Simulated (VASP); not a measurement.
# V (P6_3/mmc) in VASP: a series of runs, part 2 of 2

VASP 6.6.1. Earlier steps stand in the parts before.

**4. Single point, PBEsol (12.28 Å³/atom)**

This run uses another cell than the first one, of 12.28 Å³/atom.

Contents of INCAR:

```
SYSTEM = V
PREC = Accurate
ENCUT = 520
EDIFF = 1E-6
ISMEAR = -1
SIGMA = 0.1
LREAL = .False.
LASPH = .True.
NELM = 60
ALGO = Normal
ISIF = 2
LWAVE = .False.
LCHARG = .False.
GGA = PS
NBANDS = 34
```

Contents of KPOINTS:

```
regular mesh
0
Gamma
  16 16 4
  0 0 0
```

Contents of POSCAR:

```
V
1.0
    2.5176263839      0.0000000000      0.0000000000
   -1.2588131920      2.1803284057      0.0000000000
    0.0000000000      0.0000000000      8.9466628981
V
4
Direct
    0.0000000000      1.0000000000      1.0000000000
    0.0000000000      1.0000000000      0.5000000000
    0.3333333333      0.6666666667      0.2500000000
    0.6666666667      0.3333333333      0.7500000000
```

Potentials or basis: VASP PAW PBE potentials, release 64 (V_sv).

On the command line:

```sh
$ cat potpaw_PBE.64/V_sv/POTCAR > POTCAR
$ mpirun -np 1 vasp_std > vasp.out
```

OUTCAR:

```text
SYSTEM = V
   PREC = Accurate
   ENCUT = 520
   EDIFF = 1E-6
   ISMEAR = -1
   LREAL = .False.
   LASPH = .True.
   NELM = 60
   ISIF = 2
   GGA = PS

 ion  position               nearest neighbor table
   1  0.000  0.000  0.000-   3 2.67   4 2.67   4 2.67   3 2.67   4 2.67   3 2.67
   2  0.000  0.000  0.500-   3 2.67   4 2.67   4 2.67   3 2.67   4 2.67   3 2.67
   3  0.333  0.667  0.250-   1 2.67   2 2.67   1 2.67   2 2.67   1 2.67   2 2.67
   4  0.667  0.333  0.750-   1 2.67   2 2.67   1 2.67   2 2.67   1 2.67   2 2.67

  LATTYP: Found a hexagonal cell.
 ALAT       =     2.5176263839
 C/A-ratio  =     3.5536102399

  Lattice vectors:

 A1 = (   2.5176263839,   0.0000000000,   0.0000000000)
 A2 = (  -1.2588131920,   2.1803284057,   0.0000000000)
 A3 = (   0.0000000000,   0.0000000000,   8.9466628981)

Analysis of symmetry for initial positions (statically):
=====================================================================
 Subroutine PRICEL returns:
 Original cell was already a primitive cell.

 Routine SETGRP: Setting up the symmetry group for a
 hexagonal supercell.

 Subroutine GETGRP returns: Found 24 space group operations
 (whereof 12 operations were pure point group operations)
 out of a pool of 24 trial point group operations.

The static configuration has the point symmetry D_3d.
 The point group associated with its full space group is D_6h.

Analysis of symmetry for dynamics (positions and initial velocities):
=====================================================================
 Subroutine PRICEL returns:
 Original cell was already a primitive cell.

 Routine SETGRP: Setting up the symmetry group for a
 hexagonal supercell.

 Subroutine GETGRP returns: Found 24 space group operations
 (whereof 12 operations were pure point group operations)
 out of a pool of 24 trial point group operations.

[... 115 lines left out ...]
   PSTRESS=    0.0 pullay stress
   NELECT =      52.0000    total number of electrons
   NUPDOWN=      -1.0000    fix difference up-down
   EMIN   =  10.00;   EMAX   =-10.00  energy-range for DOS
   EFERMI =   0.00;   METHOD = LEGACY
   ISMEAR =    -1;   SIGMA  =   0.10  broadening in eV -4-tet -1-fermi 0-gaus
   EFERMI_NEDOS =   21; number of points for ismear=-14 and -15
   IALGO  =     38    algorithm
   IMIX   =      4    mixing-type and parameters
     AMIX     =   0.40;   BMIX     =  1.00
     AMIX_MAG =   1.60;   BMIX_MAG =  1.00
  volume/ion in A,a.u.               =      12.28        82.85
  Fermi-wavevector in a.u.,A,eV,Ry     =   1.668596  3.153189 37.881511  2.784213
  Thomas-Fermi vector in A             =   2.754416
   LORBIT       =      0    0 simple, 1 ext, 2 COOP (PROOUT), +10 PAW based schemes
   GGA     = PS    functional components
   LHFCALC =     F    Hartree Fock is set to
   AEXX    =    0.0000 exact exchange contribution
   IVDW    =     0    specifies the selected vdW correction
   LEPSILON=     F    determine dielectric tensor
   LRPA    =     F    only Hartree local field effects (RPA)
 non-spin polarized calculation
  energy-cutoff  :      520.00
  volume of cell :       49.11
 maximum number of plane-waves:      1354
 NGX is ok and might be reduce to    20
   NGX =  9   NGY =  9   NGZ = 33

 number of electron      51.9999999 magnetization

 Free energy of the ion-electron system (eV)
  ---------------------------------------------------
  ext. energy  EPLUGINS =         0.00000000
  ---------------------------------------------------
  free energy    TOTEN  =       -37.39072369 eV

  energy without entropy =      -37.20013516  energy(sigma->0) =      -37.29542943

 E-fermi :  11.1270     XC(G=0): -13.5652

 val. band max:       11.1248040260   @ k =   0.3125   0.1875   0.2500
 cond. band min:      11.1365100973   @ k =   0.1875   0.0000   0.0000
 fundamental gap:      0.0117060713
 Fermi energy:        11.1269603769

 k-point     1 :       0.0000    0.0000    0.0000
  band No.  band energies     occupation
      1     -52.5741      2.00000
      2     -52.4983      2.00000
      3     -52.4496      2.00000
      4     -52.3720      2.00000
      5     -26.9299      2.00000
      6     -26.4492      2.00000
[... 877 lines left out ...]
     33      13.6005      0.00000
     34      14.5347      0.00000

 [... further k-points ...]
[... 5 lines left out ...]
  --------------------------------------------------------------------------------------
  -------------------------------------------------------------------------------------
  Total        5.6247850      5.6247850      5.8506112     -0.0000000      0.0000000     -0.0000000
  in kB      183.5026094    183.5026094    190.8699483     -0.0000000      0.0000000     -0.0000000
  external PRESSURE =     185.9583890 kB  Pullay stress =       0.0000000 kB

 VOLUME and BASIS-vectors are now :
 -----------------------------------------------------------------------------
  energy-cutoff  :      520.00
  volume of cell :       49.11
      direct lattice vectors                 reciprocal lattice vectors
     2.517626384  0.000000000  0.000000000     0.397199523  0.229323252  0.000000000
    -1.258813192  2.180328406  0.000000000     0.000000000  0.458646504  0.000000000
     0.000000000  0.000000000  8.946662898     0.000000000  0.000000000  0.111773520

 POSITION                                       TOTAL-FORCE (eV/Angst)
 -----------------------------------------------------------------------------------
      0.00000      0.00000      0.00000        -0.000000      0.000000      0.000000
      0.00000      0.00000      4.47333        -0.000000      0.000000      0.000000
     -0.00000      1.45355      2.23667        -0.000000     -0.000000     -0.000000
      1.25881      0.72678      6.71000         0.000000      0.000000      0.000000
 -----------------------------------------------------------------------------------
    total drift:                                0.000000     -0.000000      0.000000

  FREE ENERGIE OF THE ION-ELECTRON SYSTEM (eV)
  ---------------------------------------------------
  free  energy   TOTEN  =       -37.3907236927 eV

  energy  without entropy=      -37.2001351639  energy(sigma->0) =      -37.29542943
```

OSZICAR:

```text
N       E                     dE             d eps       ncg     rms          rms(c)
DAV:   1     0.754234188451E+03    0.75423E+03   -0.29826E+04  6120   0.183E+03
DAV:   2    -0.743757555624E+01   -0.76167E+03   -0.74746E+03  6126   0.609E+02
DAV:   3    -0.418373544284E+02   -0.34400E+02   -0.33134E+02  7832   0.146E+02
DAV:   4    -0.425788765943E+02   -0.74152E+00   -0.73720E+00  7010   0.213E+01
DAV:   5    -0.425914694775E+02   -0.12593E-01   -0.12573E-01  7738   0.273E+00    0.436E+01
DAV:   6    -0.375571110734E+02    0.50344E+01   -0.21557E+01  6450   0.388E+01    0.719E+00
DAV:   7    -0.376363315227E+02   -0.79220E-01   -0.18711E+00  7904   0.115E+01    0.515E+00
DAV:   8    -0.374281705944E+02    0.20816E+00   -0.14388E+00  7946   0.896E+00    0.215E+00
DAV:   9    -0.373917226575E+02    0.36448E-01   -0.10698E-01  7682   0.323E+00    0.378E-01
DAV:  10    -0.373907288241E+02    0.99383E-03   -0.69381E-03  7006   0.787E-01    0.117E-01
DAV:  11    -0.373907381003E+02   -0.92762E-05   -0.27566E-04  7628   0.142E-01    0.579E-02
DAV:  12    -0.373907262781E+02    0.11822E-04   -0.98877E-05  7982   0.105E-01    0.939E-03
DAV:  13    -0.373907250664E+02    0.12118E-05   -0.47545E-06  6476   0.239E-02    0.250E-03
DAV:  14    -0.373907237515E+02    0.13149E-05   -0.30016E-07  3568   0.578E-03    0.149E-03
DAV:  15    -0.373907236927E+02    0.58755E-07   -0.84702E-08  3454   0.323E-03
   1 F= -.37390724E+02 E0= -.37295429E+02  d E =-.190589E+00
```

Run time: 1.9 min. Hardware: 1 thread of AMD EPYC 7R13 (Zen 3), shared host; peak memory 0.21 GiB.

What came out:

* Free energy: -37.3907 eV
* Pressure: 18.6 GPa
* Band gap on the k mesh: zero (bands 26 and 27 overlap by 1.24 eV)

Stress tensor (GPa, compression positive):
```
18.35  0.00  0.00
 0.00 18.35  0.00
 0.00  0.00 19.09
```

Levels at points of the mesh, in eV from the Fermi level:
| k point | band 22 | band 23 | band 24 | band 25 | band 26 | band 27 | band 28 | band 29 | band 30 | band 31 |
| --- | --- | --- | --- | --- | --- | --- | --- | --- | --- | --- |
| (0.00, 0.00, 0.00) | -1.07 | -0.55 | 0.23 | 0.23 | 0.24 | 0.31 | 0.31 | 0.53 | 0.53 | 0.62 |
| (0.50, 0.00, 0.00) | -2.15 | -2.13 | -1.02 | -0.12 | 0.36 | 0.52 | 1.80 | 1.84 | 2.28 | 3.20 |
| (0.00, 0.00, 0.50) | -0.76 | -0.57 | -0.57 | 0.30 | 0.30 | 0.30 | 0.30 | 0.53 | 0.53 | 0.53 |
| (0.50, 0.00, 0.50) | -2.85 | -1.13 | -1.13 | 0.73 | 0.73 | 0.88 | 0.88 | 1.39 | 1.39 | 2.95 |

Caveat: the cell stands under pressure; the PAW data sets were made with another functional, which shifts forces and pressure a little.

**5. Summary**

```tsv
cell	k mesh	gap on the mesh (eV)	pressure (GPa)
a = 2.589, b = 2.589, c = 9.199 Å, angles 90.0, 90.0, 120.0°, 4 atoms	13 × 13 × 4	none	0.2
a = 2.481, b = 2.481, c = 8.815 Å, angles 90.0, 90.0, 120.0°, 4 atoms	16 × 16 × 4	none	30.8
a = 2.518, b = 2.518, c = 8.947 Å, angles 90.0, 90.0, 120.0°, 4 atoms	16 × 16 × 4	none	18.6
```

Alike in all rows: task single point; level PBEsol; potentials or basis VASP PAW PBE potentials, release 64 (V_sv); no spin polarisation; cutoff (eV) 520; smearing fermi-dirac 0.1 eV.

Caveats: the PAW data sets were made with another functional, which shifts forces and pressure a little; the cell stands under pressure (at least some runs).

Absolute energies hang on the potentials; compare differences alone.
